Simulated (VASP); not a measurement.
# CuI (rocksalt type) (Fm-3m) in VASP: notebook

The runs below take CuI (rocksalt type) through single point, relaxation of cell and atoms, with LDA, PBEsol.

All numbers are computed with VASP 6.6.1; they aren't measurements. Logs are shortened: lines on timing, memory, paths and dates and some standing lists are left out, and cuts for length are marked.

## 1. The cell of the first run

It takes space group Fm-3m (No. 225, cubic). The conventional cell has a = 4.283 Å, b = 4.283 Å, c = 4.283 Å, α = 90.00°, β = 90.00°, γ = 90.00°. Cu (site symmetry m-3m) has 6 I at 2.14 Å within 2.8 Å. I (site symmetry m-3m) has 6 Cu at 2.14 Å within 2.8 Å.

## 2. Single point, LDA

The input, INCAR:

```
SYSTEM = CuI
  PREC = Accurate
  ENCUT = 520
  EDIFF = 1E-6
  ISMEAR = -1
  SIGMA = 0.05
  LREAL = .FALSE.
  LASPH = .TRUE.
  NELM = 60
  ALGO = Normal
  ISIF = 2
  LWAVE = .FALSE.
  LCHARG = .FALSE.
  GGA = CA
  NBANDS = 16
```

The input, KPOINTS:

```
Automatic mesh
0
G
  13 13 13
  0 0 0
```

The input, POSCAR:

```
CuI
1.0
    0.0000000000      2.1415985702      2.1415985702
    2.1415985702      0.0000000000      2.1415985702
    2.1415985702      2.1415985702      0.0000000000
Cu I
1 1
Direct
    0.0000000000      0.0000000000      0.0000000000
    0.5000000000      0.5000000000      0.5000000000
```

Potentials or basis: VASP PAW LDA potentials, release 64 (Cu, I).

Run with:

```sh
> cat potpaw_LDA.64/Cu/POTCAR potpaw_LDA.64/I/POTCAR > POTCAR
> mpirun -np 1 vasp_std > vasp.out
```

OUTCAR:

```text
SYSTEM = CuI
   PREC = Accurate
   ENCUT = 520
   EDIFF = 1E-6
   ISMEAR = -1
   LREAL = .FALSE.
   LASPH = .TRUE.
   NELM = 60
   ISIF = 2
   GGA = CA

 ion  position               nearest neighbor table
   1  0.000  0.000  0.000-   2 2.14   2 2.14   2 2.14   2 2.14   2 2.14   2 2.14
   2  0.500  0.500  0.500-   1 2.14   1 2.14   1 2.14   1 2.14   1 2.14   1 2.14

  LATTYP: Found a face centered cubic cell.
 ALAT       =     4.2831971404

  Lattice vectors:

 A1 = (   0.0000000000,   2.1415985702,   2.1415985702)
 A2 = (   2.1415985702,   0.0000000000,   2.1415985702)
 A3 = (   2.1415985702,   2.1415985702,   0.0000000000)

Analysis of symmetry for initial positions (statically):
=====================================================================
 Subroutine PRICEL returns:
 Original cell was already a primitive cell.

 Routine SETGRP: Setting up the symmetry group for a
 face centered cubic supercell.

 Subroutine GETGRP returns: Found 48 space group operations
 (whereof 48 operations were pure point group operations)
 out of a pool of 48 trial point group operations.

The static configuration has the point symmetry O_h .

Analysis of symmetry for dynamics (positions and initial velocities):
=====================================================================
 Subroutine PRICEL returns:
 Original cell was already a primitive cell.

 Routine SETGRP: Setting up the symmetry group for a
 face centered cubic supercell.

 Subroutine GETGRP returns: Found 48 space group operations
 (whereof 48 operations were pure point group operations)
 out of a pool of 48 trial point group operations.

The dynamic configuration has the point symmetry O_h .

 Subroutine INISYM returns: Found 48 space group operations
 (whereof 48 operations are pure point group operations),
 and found     1 'primitive' translations

----------------------------------------------------------------------------------------

                                     Primitive cell

  volume of cell :      19.6446

  direct lattice vectors                    reciprocal lattice vectors
     0.000000000  2.141598570  2.141598570    -0.233470458  0.233470458  0.233470458
     2.141598570  0.000000000  2.141598570     0.233470458 -0.233470458  0.233470458
     2.141598570  2.141598570  0.000000000     0.233470458  0.233470458 -0.233470458

  length of vectors
     3.028677743  3.028677743  3.028677743     0.404382696  0.404382696  0.404382696

  position of ions in fractional coordinates (direct lattice)
     0.000000000  0.000000000  0.000000000
     0.500000000  0.500000000  0.500000000

  ion indices of the primitive-cell ions
   primitive index   ion index
                 1           1
                 2           2

----------------------------------------------------------------------------------------

 KPOINTS: Automatic mesh

Automatic generation of k-mesh.
 Grid dimensions read from file:
 generate k-points for:   13   13   13

 Generating k-lattice:

  Cartesian coordinates                     Fractional coordinates (reciprocal lattice)
    -0.017959266  0.017959266  0.017959266     0.076923077  0.000000000  0.000000000
     0.017959266 -0.017959266  0.017959266     0.000000000  0.076923077  0.000000000
     0.017959266  0.017959266 -0.017959266     0.000000000  0.000000000  0.076923077

  Length of vectors
     0.031106361  0.031106361  0.031106361

  Shift w.r.t. Gamma in fractional coordinates (k-lattice)
     0.000000000  0.000000000  0.000000000

 Subroutine IBZKPT returns following result:
 ===========================================

 Found     84 irreducible k-points:

 Following reciprocal coordinates:
            Coordinates               Weight
  0.000000  0.000000  0.000000      1.000000
  0.076923  0.000000  0.000000      8.000000
  0.153846  0.000000  0.000000      8.000000
  0.230769  0.000000  0.000000      8.000000
  0.307692  0.000000  0.000000      8.000000
  0.384615  0.000000  0.000000      8.000000
[... 16 lines left out ...]
  0.384615  0.153846  0.000000     24.000000
  0.461538  0.153846  0.000000     24.000000
 [... further k-points ...]
   k-points           NKPTS =     84   k-points in BZ     NKDIM =     84   number of bands    NBANDS=     16
   number of dos      NEDOS =    301   number of ions     NIONS =      2
   total plane-waves  NPLWV =  13824
   dimension x,y,z NGX =    24 NGY =   24 NGZ =   24
   dimension x,y,z NGXF=    48 NGYF=   48 NGZF=   48
   ions per type =               1   1
   NGX,Y,Z   is equivalent  to a cutoff of  13.17, 13.17, 13.17 a.u.
   NGXF,Y,Z  is equivalent  to a cutoff of  26.35, 26.35, 26.35 a.u.
 SYSTEM =  CuI
   PREC   = accura    normal or accurate (medium, high low for compatibility)
   ISTART =      0    job   : 0-new  1-cont  2-samecut
   ICHARG =      2    charge: 1-file 2-atom 10-const
   ISPIN  =      1    spin polarized calculation?
   LNONCOLLINEAR =      F non collinear calculations
   LSORBIT =      F    spin-orbit coupling
   LASPH  =      T    aspherical Exc in radial PAW
   ENCUT  =  520.0 eV  38.22 Ry    6.18 a.u.   5.63  5.63  5.63*2*pi/ulx,y,z
   NELM   =     60;   NELMIN=  2; NELMDL= -5     # of ELM steps
   EDIFF  = 0.1E-05   stopping-criterion for ELM
   LREAL  =      F    real-space projection
   EDIFFG = 0.1E-04   stopping-criterion for IOM
   NSW    =      0    number of steps for IOM
   IBRION =     -1    ionic relax: 0-MD 1-quasi-New 2-CG
   NFREE  =      0    steps in history (QN), initial steepest desc. (CG)
   ISIF   =      2    stress and relaxation
   ISYM   =      2    0-nonsym 1-usesym 2-fastsym
   POTIM  = 0.5000    time-step for ionic-motion
   TEBEG  =    0.0;   TEEND  =   0.0 temperature during run
   PSTRESS=    0.0 pullay stress
   NELECT =      18.0000    total number of electrons
   NUPDOWN=      -1.0000    fix difference up-down
   EMIN   =  10.00;   EMAX   =-10.00  energy-range for DOS
   EFERMI =   0.00;   METHOD = LEGACY
   ISMEAR =    -1;   SIGMA  =   0.05  broadening in eV -4-tet -1-fermi 0-gaus
   EFERMI_NEDOS =   21; number of points for ismear=-14 and -15
   IALGO  =     38    algorithm
   IMIX   =      4    mixing-type and parameters
     AMIX     =   0.40;   BMIX     =  1.00
     AMIX_MAG =   1.60;   BMIX_MAG =  1.00
  volume/ion in A,a.u.               =       9.82        66.28
  Fermi-wavevector in a.u.,A,eV,Ry     =   1.590075  3.004806 34.400132  2.528338
  Thomas-Fermi vector in A             =   2.688826
   LORBIT       =      0    0 simple, 1 ext, 2 COOP (PROOUT), +10 PAW based schemes
   GGA     = CA    functional components
   LHFCALC =     F    Hartree Fock is set to
   AEXX    =    0.0000 exact exchange contribution
   IVDW    =     0    specifies the selected vdW correction
   LEPSILON=     F    determine dielectric tensor
   LRPA    =     F    only Hartree local field effects (RPA)
 non-spin polarized calculation
  energy-cutoff  :      520.00
  volume of cell :       19.64
 maximum number of plane-waves:       540
   NGX = 11   NGY = 11   NGZ = 11

 number of electron      18.0000013 magnetization

 Free energy of the ion-electron system (eV)
  ---------------------------------------------------
  ext. energy  EPLUGINS =         0.00000000
  ---------------------------------------------------
  free energy    TOTEN  =         4.88610883 eV

  energy without entropy =        4.88925352  energy(sigma->0) =        4.88768117

 E-fermi :  23.9026     XC(G=0): -14.9172

 val. band max:       23.8204962247   @ k =  -0.4615   0.4615   0.0769
 cond. band min:      23.9148333062   @ k =  -0.2308   0.0769   0.0000
 fundamental gap:      0.0943370816
 Fermi energy:        23.9026099248

 k-point     1 :       0.0000    0.0000    0.0000
  band No.  band energies     occupation
      1      -0.8595      2.00000
      2      14.5832      2.00000
      3      14.5832      2.00000
      4      14.5832      2.00000
      5      14.9323      2.00000
      6      14.9323      2.00000
[... 8 lines left out ...]
     15      32.9815      0.00000
     16      32.9815      0.00000

 k-point     2 :       0.0769    0.0000    0.0000
  band No.  band energies     occupation
      1      -0.7078      2.00000
      2      14.4171      2.00000
      3      14.5574      2.00000
      4      14.5574      2.00000
      5      14.8169      2.00000
      6      14.8169      2.00000
[... 8 lines left out ...]
     15      32.4072      0.00000
     16      33.0842      0.00000

 k-point     3 :       0.1538    0.0000    0.0000
  band No.  band energies     occupation
      1      -0.2559      2.00000
      2      13.8422      2.00000
      3      14.2058      2.00000
      4      14.2058      2.00000
      5      14.8313      2.00000
      6      14.8313      2.00000
[... 8 lines left out ...]
     15      32.0990      0.00000
     16      34.2408      0.00000

 k-point     4 :       0.2308    0.0000    0.0000
  band No.  band energies     occupation
      1       0.4861      2.00000
      2      12.6731      2.00000
      3      13.6677      2.00000
      4      13.6677      2.00000
      5      14.9928      2.00000
      6      14.9928      2.00000
[... 8 lines left out ...]
     15      32.9019      0.00000
     16      35.6638      0.00000
[... 324 lines left out ...]
 k-point    22 :       0.3077    0.1538    0.0000
  band No.  band energies     occupation
      1       1.2820      2.00000
      2      11.8792      2.00000
      3      13.1365      2.00000
      4      13.7764      2.00000
      5      14.7979      2.00000
      6      15.2831      2.00000
[... 8 lines left out ...]
     15      35.8706      0.00000
     16      38.0470      0.00000

 k-point    23 :       0.3846    0.1538    0.0000
  band No.  band energies     occupation
      1       2.3241      2.00000
      2      10.4587      2.00000
      3      12.5769      2.00000
      4      13.3088      2.00000
      5      15.0482      2.00000
      6      15.4529      2.00000
[... 8 lines left out ...]
     15      37.2438      0.00000
     16      40.1139      0.00000

 k-point    24 :       0.4615    0.1538    0.0000
  band No.  band energies     occupation
      1       3.4845      2.00000
      2       8.8807      2.00000
      3      12.2336      2.00000
      4      12.9404      2.00000
      5      15.2857      2.00000
      6      15.5462      2.00000
[... 8 lines left out ...]
     15      38.9727      0.00000
     16      39.4198      0.00000

 [... further k-points ...]

------------------------ aborting loop because EDIFF is reached ----------------------------------------

  FORCE on cell =-STRESS in cart. coord.  units (eV):
  Direction    XX          YY          ZZ          XY          YZ          ZX
  --------------------------------------------------------------------------------------
  -------------------------------------------------------------------------------------
  Total       41.9515463     41.9515463     41.9515463     -0.0000000     -0.0000000     -0.0000000
  in kB     3421.4827561   3421.4827561   3421.4827561     -0.0000000     -0.0000000     -0.0000000
  external PRESSURE =    3421.4827561 kB  Pullay stress =       0.0000000 kB

 VOLUME and BASIS-vectors are now :
 -----------------------------------------------------------------------------
  energy-cutoff  :      520.00
  volume of cell :       19.64
      direct lattice vectors                 reciprocal lattice vectors
     0.000000000  2.141598570  2.141598570    -0.233470458  0.233470458  0.233470458
     2.141598570  0.000000000  2.141598570     0.233470458 -0.233470458  0.233470458
     2.141598570  2.141598570  0.000000000     0.233470458  0.233470458 -0.233470458

 POSITION                                       TOTAL-FORCE (eV/Angst)
 -----------------------------------------------------------------------------------
      0.00000      0.00000      0.00000         0.000000     -0.000000      0.000000
      2.14160      2.14160      2.14160        -0.000000      0.000000     -0.000000
 -----------------------------------------------------------------------------------
    total drift:                                0.000000     -0.000000     -0.000000

  FREE ENERGIE OF THE ION-ELECTRON SYSTEM (eV)
  ---------------------------------------------------
  free  energy   TOTEN  =         4.8861088278 eV

  energy  without entropy=        4.8892535209  energy(sigma->0) =        4.88768117
```

Run time: 18 s. Hardware: 1 thread of Intel Xeon Platinum 8559C (Emerald Rapids), shared host; peak memory 0.15 GiB.

Results:

| Quantity | Value |
| --- | --- |
| Free energy | 4.8861 eV |
| Pressure | 342.1 GPa |
| Band gap on the k mesh | zero (bands 9 and 10 overlap by 1.42 eV) |

Caveat: the cell stands under pressure; spin-orbit coupling is left out, which moves the levels of the heavy elements.

## 3. Single point, PBEsol

This run uses another cell than the first one, of 21.83 Å³/atom.

The input, INCAR:

```
SYSTEM = CuI
PREC     = Accurate       ! precision mode
ENCUT    = 520            ! plane-wave cutoff, eV
EDIFF    = 1E-6           ! SCF threshold, eV
ISMEAR   = -1             ! smearing method
SIGMA    = 0.05           ! smearing width, eV
LREAL    = .FALSE.        ! projectors in reciprocal space
LASPH    = .TRUE.         ! aspherical terms in the spheres
NELM     = 60             ! most SCF steps
ALGO     = Normal         ! electronic algorithm
ISIF     = 2              ! what is computed and relaxed
LWAVE    = .FALSE.        ! write WAVECAR
LCHARG   = .FALSE.        ! write CHGCAR
GGA      = PS             ! functional
NBANDS   = 16             ! bands
```

The input, KPOINTS:

```
regular mesh
0
G
  13 13 13
  0 0 0
```

The input, POSCAR:

```
CuI
1.0
    0.0000000000      2.7946916477      2.7946916477
    2.7946916477      0.0000000000      2.7946916477
    2.7946916477      2.7946916477      0.0000000000
Cu I
1 1
Direct
    0.0000000000      0.0000000000      0.0000000000
    0.5000000000      0.5000000000      0.5000000000
```

Potentials or basis: VASP PAW PBE potentials, release 64 (Cu, I).

Run with:

```sh
> cat potpaw_PBE.64/Cu/POTCAR potpaw_PBE.64/I/POTCAR > POTCAR
> mpirun -np 1 vasp_std > vasp.out
```

Run time: 48 s. Hardware: 1 thread of Intel Xeon Platinum 8559C (Emerald Rapids), shared host; peak memory 0.21 GiB.

The run converged. Its results:

```yaml
Free_energy: -5.9286 eV
Pressure: 0.4 GPa
Band_gap_on_the_k_mesh: zero (bands 9 and 10 overlap by 0.56 eV)
```

Levels at points of the mesh, in eV from the Fermi level:
```
           k point  band 6  band 7  band 8  band 9  band 10  band 11  band 12  band 13
(0.00, 0.00, 0.00)   -2.25   -1.83   -1.83   -1.83     1.14     7.32     7.32     7.32
```

Caveat: the PAW data sets were made with another functional, which shifts forces and pressure a little; spin-orbit coupling is left out, which moves the levels of the heavy elements.

(Part 1 of 2 ends here.)

The gap in the log of VASP goes by the Fermi energy; the results here count the filled bands.